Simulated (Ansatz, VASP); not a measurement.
ZnAuF3: VASP beside Ansatz

```xyz
5
Lattice="4.1724 0.0000 0.0000 0.0000 4.1724 0.0000 0.0000 0.0000 5.3438" Properties=species:S:1:pos:R:3 pbc="T T T"
Zn    0.0000    0.0000    0.0000
Au    0.0000    0.0000    2.6719
F     2.0862    2.0862    0.0000
F     0.0000    2.0862    0.0000
F     2.0862    0.0000    0.0000
```

Alike in both runs: functional PBE; k mesh 6 × 6 × 4; occupations gaussian, width 0.1 eV; no spin polarisation.

Ansatz relaxed the structure, and its values are those at the end. VASP's run is a single point on that final structure, the one shown.

|  | VASP | Ansatz |
| --- | --- | --- |
| version | VASP 6.6.1 | Ansatz 0.2.0 |
| potentials or method | VASP PAW PBE potentials, release 64 (Zn, Au, F), cutoff 520 eV | scalar-relativistic, plane waves, PAW |
| valence electrons in the cell | 44 | 52 |

```tsv
	VASP	Ansatz	Ansatz less VASP
gap on the k mesh at the Fermi level (eV)	none	none	-
pressure (GPa)	0.3	0.3	+0.03
```

A gap of «none» marks a metal or a gap that the smearing closes. The functional is the same, so the differences come from potentials, cutoffs and numerics. VASP's potentials hold 44 valence electrons a cell and Ansatz's 52, so a difference there can come from the potentials and not from the codes.

Spin-orbit coupling is off throughout.
